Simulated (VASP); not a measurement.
# GaN (P1) in VASP: further runs

GaN is run at these levels: HSE06; tasks: single point.

Program: VASP 6.6.1. These are calculated values, not measurements. Logs are shortened: lines on timing, memory, paths and dates and some standing lists are left out, and cuts for length are marked.

## (1) The cell of the first run

The typed cell holds 8 atoms: a = 6.378 Å, b = 3.189 Å, c = 5.192 Å, α = 90.00°, β = 90.00°, γ = 120.00°.

## (2) Single point, HSE06

POSCAR

```
GaN
1.0
    6.3778600000      0.0000000000      0.0000000000
   -1.5944650000      2.7616950000      0.0000000000
    0.0000000000      0.0000000000      5.1923570000
Ga N
4 4
Direct
    0.3479980000      0.3250190000      0.5021260000
    0.1675850000      0.6771430000      0.9882830000
    0.8276470000      0.3386260000      0.4948660000
    0.6466110000      0.6816020000      0.9960650000
    0.3307320000      0.3239070000      0.8676370000
    0.1613740000      0.6602390000      0.3737070000
    0.8286710000      0.3367000000      0.8776870000
    0.6669980000      0.6559490000      0.3773920000
```

INCAR.step1

```
PREC = Accurate
ENCUT = 520
EDIFF = 1E-5
ISMEAR = 0
SIGMA = 0.01
LREAL = F
LASPH = T
NELM = 120
ALGO = Normal
ISIF = 2
LWAVE = T
LCHARG = F
GGA = PE
NBANDS = 46
GGA_COMPAT = F
```

INCAR.step2

```
PREC = Accurate
ENCUT = 520
EDIFF = 1E-6
ISMEAR = 0
SIGMA = 0.01
LREAL = F
LASPH = T
NELM = 120
ALGO = Normal
ISIF = 2
LWAVE = F
LCHARG = F
GGA = PE
LHFCALC = T
HFSCREEN = 0.2079
PRECFOCK = Normal
ISTART = 1
NBANDS = 46
GGA_COMPAT = F
```

KPOINTS

```
regular mesh
0
Gamma
  1 1 1
```

Potentials or basis: VASP PAW PBE potentials, release 64 (Ga_d, N).

On the command line:

```sh
$ cat potpaw_PBE.64/Ga_d/POTCAR potpaw_PBE.64/N/POTCAR > POTCAR
$ cp INCAR.step1 INCAR
$ mpirun -np 1 vasp_gam > vasp.out
$ cp INCAR.step2 INCAR
$ mpirun -np 1 vasp_gam > vasp.out
```

OUTCAR:

```text
PREC = Accurate
   ENCUT = 520
   EDIFF = 1E-6
   ISMEAR = 0
   LREAL = F
   LASPH = T
   NELM = 120
   ISIF = 2
   GGA = PE
   LHFCALC = T
   HFSCREEN = 0.2079
   PRECFOCK = Normal
   ISTART = 1

 ion  position               nearest neighbor table
   1  0.348  0.325  0.502-   8 1.88   5 1.90   6 1.96   6 2.07
   2  0.168  0.677  0.988-   5 1.89   7 1.96   5 1.98   6 2.00
   3  0.828  0.339  0.495-   8 1.87   6 1.95   8 1.98   7 1.99
   4  0.647  0.682  0.996-   5 1.87   7 1.91   8 1.99   7 2.05
   5  0.331  0.324  0.868-   4 1.87   2 1.89   1 1.90   2 1.98
   6  0.161  0.660  0.374-   3 1.95   1 1.96   2 2.00   1 2.07
   7  0.829  0.337  0.878-   4 1.91   2 1.96   3 1.99   4 2.05
   8  0.667  0.656  0.377-   3 1.87   1 1.88   3 1.98   4 1.99

  Warning from LATTYP: Monoclinic adjustment (A1->A3, A2->A1, A3->A2)!
  LATTYP: Found a simple orthorhombic cell.
 ALAT       =     3.1889305275
 B/A-ratio  =     1.6282440007
 C/A-ratio  =     1.7320506166

  Lattice vectors:

 A1 = (  -1.5944650000,   2.7616950000,   0.0000000000)
 A2 = (   0.0000000000,   0.0000000000,   5.1923570000)
 A3 = (   4.7833950000,   2.7616950000,   0.0000000000)

Analysis of symmetry for initial positions (statically):
=====================================================================
 Subroutine PRICEL returns:
 Original cell was already a primitive cell.

 Routine SETGRP: Setting up the symmetry group for a
 simple orthorhombic supercell.

 Subroutine GETGRP returns: Found  1 space group operations
 (whereof  1 operations were pure point group operations)
 out of a pool of  8 trial point group operations.

The static configuration has the point symmetry C_1 .

Analysis of symmetry for dynamics (positions and initial velocities):
=====================================================================
 Subroutine PRICEL returns:
 Original cell was already a primitive cell.

 Routine SETGRP: Setting up the symmetry group for a
 simple orthorhombic supercell.

 Subroutine GETGRP returns: Found  1 space group operations
 (whereof  1 operations were pure point group operations)
 out of a pool of  8 trial point group operations.

The dynamic configuration has the point symmetry C_1 .

 Subroutine INISYM returns: Found  1 space group operations
 (whereof  1 operations are pure point group operations),
 and found     1 'primitive' translations

----------------------------------------------------------------------------------------

                                     Primitive cell

  volume of cell :      91.4566

  direct lattice vectors                    reciprocal lattice vectors
     6.377860000  0.000000000  0.000000000     0.156792404  0.090524117  0.000000000
    -1.594465000  2.761695000  0.000000000     0.000000000  0.362096466  0.000000000
     0.000000000  0.000000000  5.192357000     0.000000000  0.000000000  0.192590764

  length of vectors
     6.377860000  3.188930528  5.192357000     0.181048263  0.362096466  0.192590764

  position of ions in fractional coordinates (direct lattice)
     0.347998000  0.325019000  0.502126000
     0.167585000  0.677143000  0.988283000
     0.827647000  0.338626000  0.494866000
     0.646611000  0.681602000  0.996065000
     0.330732000  0.323907000  0.867637000
     0.161374000  0.660239000  0.373707000
     0.828671000  0.336700000  0.877687000
     0.666998000  0.655949000  0.377392000

  ion indices of the primitive-cell ions
   primitive index   ion index
                 1           1
                 2           2
                 3           3
                 4           4
                 5           5
                 6           6
                 7           7
                 8           8

----------------------------------------------------------------------------------------

 KPOINTS: regular mesh

Automatic generation of k-mesh.
 Grid dimensions read from file:
 generate k-points for:    1    1    1

 Generating k-lattice:

  Cartesian coordinates                     Fractional coordinates (reciprocal lattice)
     0.156792404  0.090524117  0.000000000     1.000000000  0.000000000  0.000000000
     0.000000000  0.362096466  0.000000000     0.000000000  1.000000000  0.000000000
     0.000000000  0.000000000  0.192590764     0.000000000  0.000000000  1.000000000

  Length of vectors
     0.181048263  0.362096466  0.192590764

  Shift w.r.t. Gamma in fractional coordinates (k-lattice)
     0.000000000  0.000000000  0.000000000

 Subroutine IBZKPT returns following result:
 ===========================================

 Found      1 irreducible k-points:

 Following reciprocal coordinates:
            Coordinates               Weight
  0.000000  0.000000  0.000000      1.000000
   k-points           NKPTS =      1   k-points in BZ     NKDIM =      1   number of bands    NBANDS=     46
   number of dos      NEDOS =    301   number of ions     NIONS =      8
   total plane-waves  NPLWV =  46080
   dimension x,y,z NGX =    48 NGY =   24 NGZ =   40
   dimension x,y,z NGXF=    96 NGYF=   48 NGZF=   80
   ions per type =               4   4
   NGX,Y,Z   is equivalent  to a cutoff of  12.51, 12.51, 12.81 a.u.
   NGXF,Y,Z  is equivalent  to a cutoff of  25.02, 25.02, 25.61 a.u.
 SYSTEM =  unknown system
   PREC   = accura    normal or accurate (medium, high low for compatibility)
   ISTART =      1    job   : 0-new  1-cont  2-samecut
   ICHARG =      0    charge: 1-file 2-atom 10-const
   ISPIN  =      1    spin polarized calculation?
   LNONCOLLINEAR =      F non collinear calculations
   LSORBIT =      F    spin-orbit coupling
   LASPH  =      T    aspherical Exc in radial PAW
   ENCUT  =  520.0 eV  38.22 Ry    6.18 a.u.  11.86  5.93  9.65*2*pi/ulx,y,z
   NELM   =    120;   NELMIN=  2; NELMDL=  0     # of ELM steps
   EDIFF  = 0.1E-05   stopping-criterion for ELM
   LREAL  =      F    real-space projection
   EDIFFG = 0.1E-04   stopping-criterion for IOM
   NSW    =      0    number of steps for IOM
   IBRION =     -1    ionic relax: 0-MD 1-quasi-New 2-CG
   NFREE  =      0    steps in history (QN), initial steepest desc. (CG)
   ISIF   =      2    stress and relaxation
   ISYM   =      3    0-nonsym 1-usesym 2-fastsym
   POTIM  = 0.5000    time-step for ionic-motion
   TEBEG  =    0.0;   TEEND  =   0.0 temperature during run
   PSTRESS=    0.0 pullay stress
   NELECT =      72.0000    total number of electrons
   NUPDOWN=      -1.0000    fix difference up-down
   EMIN   =  10.00;   EMAX   =-10.00  energy-range for DOS
   EFERMI =   0.00;   METHOD = LEGACY
   ISMEAR =     0;   SIGMA  =   0.01  broadening in eV -4-tet -1-fermi 0-gaus
   EFERMI_NEDOS =   21; number of points for ismear=-14 and -15
   IALGO  =     38    algorithm
   IMIX   =      1    mixing-type and parameters
     AMIX     =   0.40;   BMIX     =  1.00
     AMIX_MAG =   1.60;   BMIX_MAG =  1.00
  volume/ion in A,a.u.               =      11.43        77.15
  Fermi-wavevector in a.u.,A,eV,Ry     =   1.511636  2.856578 31.089906  2.285044
  Thomas-Fermi vector in A             =   2.621667
   LORBIT       =      0    0 simple, 1 ext, 2 COOP (PROOUT), +10 PAW based schemes
   GGA     = PE    functional components
   LHFCALC =     T    Hartree Fock is set to
   PRECFOCK=normal    Normal, Fast or Accurate (Low or Medium for compatibility)
   ENCUT4O =  -1.0   cutoff for four orbital integrals eV
   NKREDX  =     1    reduce k-point grid by
   NKREDY  =     1    reduce k-point grid by
   NKREDZ  =     1    reduce k-point grid by
   AEXX    =    0.2500 exact exchange contribution
   HFSCREEN=    0.2079 screening length (either q_TF or 0.3 A-1)
   HFSCREENC=   0.2079 screening length for correlation (either q_TF or 0.3 A-1)
   ENCUTFOCK=  -1.0 apply spherical cutoff to Coloumb kernel
   IVDW    =     0    specifies the selected vdW correction
   LEPSILON=     F    determine dielectric tensor
   LRPA    =     F    only Hartree local field effects (RPA)
 non-spin polarized calculation
 Gauss-broadening in eV      SIGMA  =   0.01
  energy-cutoff  :      520.00
  volume of cell :       91.46
 maximum number of plane-waves:      1241
 NGX is ok and might be reduce to    48
  NGX = 36; NGY = 18; NGZ = 30

 number of electron      72.0000003 magnetization

 Free energy of the ion-electron system (eV)
  ---------------------------------------------------
  ext. energy  EPLUGINS =         0.00000000
  ---------------------------------------------------
  free energy    TOTEN  =       -48.74782513 eV

  energy without entropy =      -48.74782513  energy(sigma->0) =      -48.74782513

 E-fermi :   5.1586     XC(G=0):  -9.4587

 val. band max:        5.1076467910   @ k =   0.0000   0.0000   0.0000
 cond. band min:       8.2491219026   @ k =   0.0000   0.0000   0.0000
 fundamental gap:      3.1414751116
 Fermi energy:         5.1586237345

 k-point     1 :       0.0000    0.0000    0.0000
  band No.  band energies     occupation
      1     -12.8126      2.00000
      2     -12.4541      2.00000
      3     -12.0267      2.00000
      4     -11.8685      2.00000
      5     -11.3338      2.00000
      6     -11.3090      2.00000
[... 38 lines left out ...]
     45      16.4189      0.00000
     46      16.5601      0.00000

------------------------ aborting loop because EDIFF is reached ----------------------------------------

  FORCE on cell =-STRESS in cart. coord.  units (eV):
  Direction    XX          YY          ZZ          XY          YZ          ZX
  --------------------------------------------------------------------------------------
  -------------------------------------------------------------------------------------
  Total        8.6711920      9.2433960     -6.2616893      1.0002826     -0.8431296      0.3758879
  in kB      151.9057265    161.9298455   -109.6950056     17.5233873    -14.7703124      6.5849675
  external PRESSURE =      68.0468554 kB  Pullay stress =       0.0000000 kB

 VOLUME and BASIS-vectors are now :
 -----------------------------------------------------------------------------
  energy-cutoff  :      520.00
  volume of cell :       91.46
      direct lattice vectors                 reciprocal lattice vectors
     6.377860000  0.000000000  0.000000000     0.156792404  0.090524117  0.000000000
    -1.594465000  2.761695000  0.000000000     0.000000000  0.362096466  0.000000000
     0.000000000  0.000000000  5.192357000     0.000000000  0.000000000  0.192590764

 POSITION                                       TOTAL-FORCE (eV/Angst)
 -----------------------------------------------------------------------------------
      1.70125      0.89760      2.60722        -1.138107      0.164355     -0.491428
     -0.01085      1.87006      5.13152        -1.813331     -1.817650      1.476742
      4.73869      0.93518      2.56952         2.589052      0.247057      0.928355
      3.03720      1.88238      5.17193         1.400330     -0.532086      0.776443
      1.59290      0.89453      4.50508         1.056749      1.335342     -0.323293
     -0.02351      1.82338      1.94042        -0.591877     -0.821009     -0.578621
      4.74829      0.92986      4.55726         0.851790      1.399659     -0.713029
      3.20813      1.81153      1.95955        -2.354606      0.024332     -1.075170
 -----------------------------------------------------------------------------------
    total drift:                                0.000295      0.000276     -0.000203

  FREE ENERGIE OF THE ION-ELECTRON SYSTEM (eV)
  ---------------------------------------------------
  free  energy   TOTEN  =       -48.7478251337 eV

  energy  without entropy=      -48.7478251337  energy(sigma->0) =      -48.74782513
```

Wall time 74 s (1 thread of AMD EPYC 7R43 (Zen 3), shared host); peak memory 0.28 GiB.

Results:

```
Free energy   : -48.7478 eV
Pressure      : 6.8 GPa
Largest force : 2.962 eV/Å
```

Forces on the atoms (eV/Å):
```
Ga  -1.138  0.164 -0.491
Ga  -1.813 -1.818  1.477
Ga   2.589  0.247  0.928
Ga   1.400 -0.532  0.776
N    1.057  1.335 -0.323
N   -0.592 -0.821 -0.579
N    0.852  1.400 -0.713
N   -2.355  0.024 -1.075
```

Caveat: the k points lie up to 1.97 Å⁻¹ apart; the PAW data sets were made with another functional, which shifts forces and pressure a little.

## (3) Single point, HSE06

POSCAR is that of step 2.

INCAR.step1

```
SYSTEM = GaN
ALGO     = Normal         ! electronic algorithm
EDIFF    = 1E-5           ! SCF threshold, eV
ENCUT    = 520            ! plane-wave cutoff, eV
GGA      = PE             ! functional
GGA_COMPAT= .FALSE.      
ISIF     = 2              ! what is computed and relaxed
ISMEAR   = 0              ! smearing method
LASPH    = .TRUE.         ! aspherical terms in the spheres
LCHARG   = .FALSE.        ! write CHGCAR
LREAL    = .FALSE.        ! projectors in reciprocal space
LWAVE    = .TRUE.         ! write WAVECAR
NBANDS   = 46             ! bands
NELM     = 120            ! most SCF steps
PREC     = Accurate       ! precision mode
SIGMA    = 0.01           ! smearing width, eV
```

INCAR.step2

```
SYSTEM = GaN
ALGO     = Normal         ! electronic algorithm
EDIFF    = 1E-6           ! SCF threshold, eV
ENCUT    = 520            ! plane-wave cutoff, eV
GGA      = PE             ! functional
GGA_COMPAT= .FALSE.      
HFSCREEN = 0.2079         ! screening, 1/A
ISIF     = 2              ! what is computed and relaxed
ISMEAR   = 0              ! smearing method
ISTART   = 1            
LASPH    = .TRUE.         ! aspherical terms in the spheres
LCHARG   = .FALSE.        ! write CHGCAR
LHFCALC  = .TRUE.         ! exact exchange
LREAL    = .FALSE.        ! projectors in reciprocal space
LWAVE    = .FALSE.        ! write WAVECAR
NBANDS   = 46             ! bands
NELM     = 120            ! most SCF steps
PREC     = Accurate       ! precision mode
PRECFOCK = Normal       
SIGMA    = 0.01           ! smearing width, eV
```

KPOINTS

```
k-points
0
G
  1 1 1
  0 0 0
```

Potentials or basis: VASP PAW PBE potentials, release 64 (Ga_d, N).

On the command line:

```sh
$ cat potpaw_PBE.64/Ga_d/POTCAR potpaw_PBE.64/N/POTCAR > POTCAR
$ cp INCAR.step1 INCAR
$ mpirun -np 1 vasp_gam > vasp.out
$ cp INCAR.step2 INCAR
$ mpirun -np 1 vasp_gam > vasp.out
```

Wall time 78 s (1 thread of AMD EPYC 7R43 (Zen 3), shared host); peak memory 0.29 GiB.

Results (log left out):

```
Free energy   : -48.7478 eV
Pressure      : 6.8 GPa
Largest force : 2.962 eV/Å
```

Forces in eV/Å, atoms in the order of the input:
```
Ga  -1.138  0.164 -0.491
Ga  -1.813 -1.818  1.477
Ga   2.589  0.247  0.928
Ga   1.400 -0.532  0.776
N    1.057  1.335 -0.323
N   -0.592 -0.821 -0.579
N    0.852  1.400 -0.713
N   -2.355  0.024 -1.075
```

Stress tensor (GPa, compression positive):
```
 15.19   1.75   0.66
  1.75  16.19  -1.48
  0.66  -1.48 -10.97
```

Levels at points of the mesh, in eV from the Fermi level:
| k point | band 32 | band 33 | band 34 | band 35 | band 36 | band 37 | band 38 | band 39 | band 40 | band 41 |
| --- | --- | --- | --- | --- | --- | --- | --- | --- | --- | --- |
| (0.00, 0.00, 0.00) | -1.52 | -1.02 | -0.36 | -0.22 | -0.05 | 3.09 | 5.41 | 6.21 | 6.67 | 7.12 |

Caveat: the k points lie up to 1.97 Å⁻¹ apart; the PAW data sets were made with another functional, which shifts forces and pressure a little.
